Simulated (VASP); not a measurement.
# H14CO7 in VASP: single point with PBE+D3(BJ)

Aim: the single point of H14CO7 with PBE+D3(BJ).

Everything below comes from runs of VASP 6.6.1. Logs are shortened: lines on timing, memory, paths and dates and some standing lists are left out, and cuts for length are marked.

## Step 1: The cell of the first run

The cell holds a disordered packing, 22 atoms: a = 6.008 Å, b = 6.008 Å, c = 6.008 Å, α = 90.00°, β = 90.00°, γ = 90.00°.

## Step 2: Single point, PBE+D3(BJ)

The input, INCAR:

```
SYSTEM = H14CO7
ALGO     = Normal         ! electronic algorithm
EDIFF    = 1E-6           ! SCF threshold, eV
ENCUT    = 1000           ! plane-wave cutoff, eV
GGA      = PE             ! functional
GGA_COMPAT= .False.      
ISIF     = 2              ! what is computed and relaxed
ISMEAR   = -1             ! smearing method
IVDW     = 12             ! dispersion correction
LASPH    = .True.         ! aspherical terms in the spheres
LCHARG   = .False.        ! write CHGCAR
LREAL    = Auto         
LWAVE    = .False.        ! write WAVECAR
NBANDS   = 47             ! bands
NELM     = 120            ! most SCF steps
PREC     = Accurate       ! precision mode
SIGMA    = 0.02           ! smearing width, eV
```

The input, KPOINTS:

```
k-points
0
Gamma
  1 1 1
  0 0 0
```

The input, POSCAR:

```
H14CO7
1.0
    6.0083220000      0.0000000000      0.0000000000
    0.0000000000      6.0083220000      0.0000000000
    0.0000000000      0.0000000000      6.0083220000
O H C
7 14 1
Direct
    0.3082523439      0.7121617414      0.5965353446
    0.5555475754      0.9151537648      1.0558262060
    0.1189121835      0.9804018207      0.1429846095
    0.7661440887      0.9410208856      0.6567212905
    0.4259783837      0.4814530419      0.9724818276
    0.5036773258      0.2069470846      0.3968282403
    0.9113424048      0.5812081160      0.1342820360
    0.1883704112      0.8112583694      0.6419824230
    0.3284594239      0.6142013247      0.7275600862
    0.6412752417      0.9400065639      0.9163897424
    0.3969210117      0.9417040712      1.0220748940
    0.1892102140      0.9914890957      0.2887137279
    0.0345319125      0.8382670764      0.1477207934
    0.7088492691      1.0751897112      0.5810967851
    0.6572933930      0.8305877951      0.6043697169
    0.5096062073      0.6156533170      1.0204385637
    0.5389150428      0.3799688929      0.9169275226
    0.4655244943      0.3457299279      0.3211607409
    0.5410953830      0.1061113700      0.2698558923
    0.9268859376      0.2614947699      0.2397489529
    1.0545873333      0.4877626405      0.4268284981
    0.9643209188      0.4396649192      0.2711912061
```

Potentials or basis: VASP PAW PBE potentials, release 64 (O_h, H_h, C_h).

On the command line:

```sh
$ cat potpaw_PBE.64/O_h/POTCAR potpaw_PBE.64/H_h/POTCAR potpaw_PBE.64/C_h/POTCAR > POTCAR
$ mpirun -np 1 vasp_gam > vasp.out
```

OUTCAR:

```text
SYSTEM = H14CO7
   EDIFF = 1E-6
   ENCUT = 1000
   GGA = PE
   ISIF = 2
   ISMEAR = -1
   IVDW = 12
   LASPH = .True.
   LREAL = Auto
   NELM = 120
   PREC = Accurate
 IVDW          = 12

 ion  position               nearest neighbor table
   1  0.308  0.712  0.597-   8 0.97   9 0.99
   2  0.556  0.915  0.056-  11 0.99  10 0.99
   3  0.119  0.980  0.143-  12 0.97  13 0.99
   4  0.766  0.941  0.657-  15 0.98  14 0.99
   5  0.426  0.481  0.972-  17 0.97  16 0.99
   6  0.504  0.207  0.397-  18 0.98  19 1.00
   7  0.911  0.581  0.134-  22 1.23
   8  0.188  0.811  0.642-   1 0.97
   9  0.328  0.614  0.728-   1 0.99
  10  0.641  0.940  0.916-   2 0.99
  11  0.397  0.942  0.022-   2 0.99
  12  0.189  0.991  0.289-   3 0.97
  13  0.035  0.838  0.148-   3 0.99
  14  0.709  0.075  0.581-   4 0.99
  15  0.657  0.831  0.604-   4 0.98
  16  0.510  0.616  0.020-   5 0.99
  17  0.539  0.380  0.917-   5 0.97
  18  0.466  0.346  0.321-   6 0.98
  19  0.541  0.106  0.270-   6 1.00
  20  0.927  0.261  0.240-  22 1.11
  21  0.055  0.488  0.427-  22 1.12
  22  0.964  0.440  0.271-  20 1.11  21 1.12   7 1.23

  LATTYP: Found a simple cubic cell.
 ALAT       =     6.0083220000

  Lattice vectors:

 A1 = (   6.0083220000,   0.0000000000,   0.0000000000)
 A2 = (   0.0000000000,   6.0083220000,   0.0000000000)
 A3 = (   0.0000000000,   0.0000000000,   6.0083220000)

Analysis of symmetry for initial positions (statically):
=====================================================================
 Subroutine PRICEL returns:
 Original cell was already a primitive cell.

 Routine SETGRP: Setting up the symmetry group for a
 simple cubic supercell.

 Subroutine GETGRP returns: Found  1 space group operations
 (whereof  1 operations were pure point group operations)
 out of a pool of 48 trial point group operations.

The static configuration has the point symmetry C_1 .

Analysis of symmetry for dynamics (positions and initial velocities):
=====================================================================
 Subroutine PRICEL returns:
 Original cell was already a primitive cell.

 Routine SETGRP: Setting up the symmetry group for a
 simple cubic supercell.

 Subroutine GETGRP returns: Found  1 space group operations
 (whereof  1 operations were pure point group operations)
 out of a pool of 48 trial point group operations.

The dynamic configuration has the point symmetry C_1 .

 Subroutine INISYM returns: Found  1 space group operations
 (whereof  1 operations are pure point group operations),
 and found     1 'primitive' translations

----------------------------------------------------------------------------------------

                                     Primitive cell

  volume of cell :     216.9000

  direct lattice vectors                    reciprocal lattice vectors
     6.008322000  0.000000000  0.000000000     0.166435820  0.000000000  0.000000000
     0.000000000  6.008322000  0.000000000     0.000000000  0.166435820  0.000000000
     0.000000000  0.000000000  6.008322000     0.000000000  0.000000000  0.166435820

  length of vectors
     6.008322000  6.008322000  6.008322000     0.166435820  0.166435820  0.166435820

  position of ions in fractional coordinates (direct lattice)
     0.308252344  0.712161741  0.596535345
     0.555547575  0.915153765  0.055826206
     0.118912184  0.980401821  0.142984609
     0.766144089  0.941020886  0.656721291
     0.425978384  0.481453042  0.972481828
     0.503677326  0.206947085  0.396828240
[... 14 lines left out ...]
     0.054587333  0.487762641  0.426828498
     0.964320919  0.439664919  0.271191206

  ion indices of the primitive-cell ions
   primitive index   ion index
                 1           1
                 2           2
                 3           3
                 4           4
                 5           5
                 6           6
[... 14 lines left out ...]
                21          21
                22          22

----------------------------------------------------------------------------------------

 KPOINTS: k-points

Automatic generation of k-mesh.
 Grid dimensions read from file:
 generate k-points for:    1    1    1

 Generating k-lattice:

  Cartesian coordinates                     Fractional coordinates (reciprocal lattice)
     0.166435820  0.000000000  0.000000000     1.000000000  0.000000000  0.000000000
     0.000000000  0.166435820  0.000000000     0.000000000  1.000000000  0.000000000
     0.000000000  0.000000000  0.166435820     0.000000000  0.000000000  1.000000000

  Length of vectors
     0.166435820  0.166435820  0.166435820

  Shift w.r.t. Gamma in fractional coordinates (k-lattice)
     0.000000000  0.000000000  0.000000000

 Subroutine IBZKPT returns following result:
 ===========================================

 Found      1 irreducible k-points:

 Following reciprocal coordinates:
            Coordinates               Weight
  0.000000  0.000000  0.000000      1.000000
   k-points           NKPTS =      1   k-points in BZ     NKDIM =      1   number of bands    NBANDS=     47
   number of dos      NEDOS =    301   number of ions     NIONS =     22
   total plane-waves  NPLWV = 262144
   dimension x,y,z NGX =    64 NGY =   64 NGZ =   64
   dimension x,y,z NGXF=   128 NGYF=  128 NGZF=  128
   ions per type =               7  14   1
   NGX,Y,Z   is equivalent  to a cutoff of  17.71, 17.71, 17.71 a.u.
   NGXF,Y,Z  is equivalent  to a cutoff of  35.42, 35.42, 35.42 a.u.
 SYSTEM =  H14CO7
   PREC   = accura    normal or accurate (medium, high low for compatibility)
   ISTART =      0    job   : 0-new  1-cont  2-samecut
   ICHARG =      2    charge: 1-file 2-atom 10-const
   ISPIN  =      1    spin polarized calculation?
   LNONCOLLINEAR =      F non collinear calculations
   LSORBIT =      F    spin-orbit coupling
   LASPH  =      T    aspherical Exc in radial PAW
   ENCUT  = 1000.0 eV  73.50 Ry    8.57 a.u.  15.49 15.49 15.49*2*pi/ulx,y,z
   NELM   =    120;   NELMIN=  2; NELMDL= -5     # of ELM steps
   EDIFF  = 0.1E-05   stopping-criterion for ELM
   LREAL  =      T    real-space projection
   EDIFFG = 0.1E-04   stopping-criterion for IOM
   NSW    =      0    number of steps for IOM
   IBRION =     -1    ionic relax: 0-MD 1-quasi-New 2-CG
   NFREE  =      0    steps in history (QN), initial steepest desc. (CG)
   ISIF   =      2    stress and relaxation
   ISYM   =      2    0-nonsym 1-usesym 2-fastsym
   POTIM  = 0.5000    time-step for ionic-motion
   TEBEG  =    0.0;   TEEND  =   0.0 temperature during run
   PSTRESS=    0.0 pullay stress
   NELECT =      60.0000    total number of electrons
   NUPDOWN=      -1.0000    fix difference up-down
   EMIN   =  10.00;   EMAX   =-10.00  energy-range for DOS
   EFERMI =   0.00;   METHOD = LEGACY
   ISMEAR =    -1;   SIGMA  =   0.02  broadening in eV -4-tet -1-fermi 0-gaus
   EFERMI_NEDOS =   21; number of points for ismear=-14 and -15
   IALGO  =     38    algorithm
   IMIX   =      4    mixing-type and parameters
     AMIX     =   0.40;   BMIX     =  1.00
     AMIX_MAG =   1.60;   BMIX_MAG =  1.00
  volume/ion in A,a.u.               =       9.86        66.53
  Fermi-wavevector in a.u.,A,eV,Ry     =   1.066691  2.015754 15.481119  1.137830
  Thomas-Fermi vector in A             =   2.202284
   LORBIT       =      0    0 simple, 1 ext, 2 COOP (PROOUT), +10 PAW based schemes
   GGA     = PE    functional components
   LHFCALC =     F    Hartree Fock is set to
   AEXX    =    0.0000 exact exchange contribution
   IVDW    =    12    specifies the selected vdW correction
   LEPSILON=     F    determine dielectric tensor
   LRPA    =     F    only Hartree local field effects (RPA)
 non-spin polarized calculation
  energy-cutoff  :     1000.00
  volume of cell :      216.90
 maximum number of plane-waves:      7758
 NGX is ok and might be reduce to    64
   NGX = 31   NGY = 31   NGZ = 31

 number of electron      60.0000002 magnetization

 Free energy of the ion-electron system (eV)
  ---------------------------------------------------
  ext. energy  EPLUGINS =         0.00000000
  ---------------------------------------------------
  free energy    TOTEN  =      -110.11372192 eV

  energy without entropy =     -110.11372192  energy(sigma->0) =     -110.11372192

 E-fermi :  -1.9118     XC(G=0):  -7.0423

 val. band max:       -2.4827896647   @ k =   0.0000   0.0000   0.0000
 cond. band min:       1.1811752841   @ k =   0.0000   0.0000   0.0000
 fundamental gap:      3.6639649488
 Fermi energy:        -1.9118294604

 k-point     1 :       0.0000    0.0000    0.0000
  band No.  band energies     occupation
      1     -22.9305      2.00000
      2     -22.0402      2.00000
      3     -21.6866      2.00000
      4     -21.3812      2.00000
      5     -21.2668      2.00000
      6     -21.2017      2.00000
[... 34 lines left out ...]
     41       7.9423      0.00000
     42       8.1991      0.00000
 [bands above 42 left out]

------------------------ aborting loop because EDIFF is reached ----------------------------------------

 Edisp (eV)   -0.84690

 E8    (eV) :    -0.1797

  FORCE on cell =-STRESS in cart. coord.  units (eV):
  Direction    XX          YY          ZZ          XY          YZ          ZX
  --------------------------------------------------------------------------------------
  -------------------------------------------------------------------------------------
  Total      -0.12429     1.10367    -0.08161    -0.08383    -0.32728     0.16310
  in kB      -0.91811     8.15252    -0.60284    -0.61920    -2.41750     1.20480
  external pressure =        2.21 kB  Pullay stress =        0.00 kB

 VOLUME and BASIS-vectors are now :
 -----------------------------------------------------------------------------
  energy-cutoff  :     1000.00
  volume of cell :      216.90
      direct lattice vectors                 reciprocal lattice vectors
     6.008322000  0.000000000  0.000000000     0.166435820  0.000000000  0.000000000
     0.000000000  6.008322000  0.000000000     0.000000000  0.166435820  0.000000000
     0.000000000  0.000000000  6.008322000     0.000000000  0.000000000  0.166435820

 POSITION                                       TOTAL-FORCE (eV/Angst)
 -----------------------------------------------------------------------------------
      1.85208      4.27890      3.58418        -0.043744      0.018335     -0.029229
      3.33791      5.49854      0.33542        -0.007303     -0.025329     -0.038314
      0.71446      5.89057      0.85910         0.010201     -0.002503      0.069246
      4.60324      5.65396      3.94579        -0.104084     -0.007093     -0.063382
      2.55942      2.89272      5.84298         0.089593     -0.034378     -0.015718
      3.02626      1.24340      2.38427         0.029525      0.091396     -0.173801
[... 14 lines left out ...]
      0.32798      2.93064      2.56452        -0.115112     -0.067685     -0.160406
      5.79395      2.64165      1.62940        -0.155037      0.065489     -0.049348
 -----------------------------------------------------------------------------------
    total drift:                                0.000762      0.002459     -0.000130

  FREE ENERGIE OF THE ION-ELECTRON SYSTEM (eV)
  ---------------------------------------------------
  free  energy   TOTEN  =      -110.9606256977 eV

  energy  without entropy=     -110.9606256977  energy(sigma->0) =     -110.96062570
```

It took 29 s on 1 thread of AMD EPYC 9R45 (Zen 5), shared host; peak memory 0.47 GiB.

Results:

```
Free energy                : -110.9606 eV
Pressure                   : 0.2 GPa
Largest force              : 0.246 eV/Å
Dispersion energy per atom : -0.038 eV
```

Forces in eV/Å, atoms in the order of the input:
```
O   -0.044  0.018 -0.029
O   -0.007 -0.025 -0.038
O    0.010 -0.003  0.069
O   -0.104 -0.007 -0.063
O    0.090 -0.034 -0.016
O    0.030  0.091 -0.174
O    0.156 -0.115  0.153
H   -0.022  0.007 -0.010
H    0.013 -0.034  0.032
H    0.035  0.022  0.022
H   -0.017  0.004  0.053
H   -0.014 -0.014 -0.046
H   -0.005 -0.060  0.004
H    0.018 -0.054  0.001
H    0.075  0.089  0.032
H   -0.050 -0.060 -0.017
H   -0.025  0.092  0.035
H    0.009 -0.013  0.082
H    0.005 -0.017  0.069
H    0.117  0.114  0.052
H   -0.115 -0.068 -0.160
C   -0.155  0.065 -0.049
```

Caveat: the k points lie up to 1.05 Å⁻¹ apart, too coarse for converged energies, forces and pressures.
